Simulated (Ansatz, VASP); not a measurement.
## Two plane-wave programs on Ge

```
Ge
1.0
     4.37476    0.00000    0.00000
    -2.18738    3.78865    0.00000
     0.00000    0.00000    3.77124
Ge
3
Direct
  0.69876 0.73877 0.50000
  0.26123 0.95999 0.50000
  0.04001 0.30124 0.50000
```

Alike in both runs: task relaxation of cell and atoms; functional PBE; k mesh 6 × 6 × 4; occupations gaussian, width 0.1 eV; no spin polarisation.

|  | VASP | Ansatz |
| --- | --- | --- |
| version | VASP 6.6.1 | Ansatz 0.2.0 |
| potentials or method | VASP PAW PBE potentials, release 64 (Ge_d), cutoff 600 eV | scalar-relativistic, plane waves, PAW |
| valence electrons in the cell | 42 | 42 |

```tsv
	VASP	Ansatz	Ansatz less VASP
gap on the k mesh at the Fermi level, each at its own relaxed structure (eV)	none	none	-
relaxed volume (Å³/atom)	19.93	19.96	+0.034
relaxed cell length with the largest relative difference (Å)	5.244	5.247	+0.0030
```

A gap of «none» marks a metal or a gap that the smearing closes.

The k mesh is coarse, so the values compare programs but aren't converged.
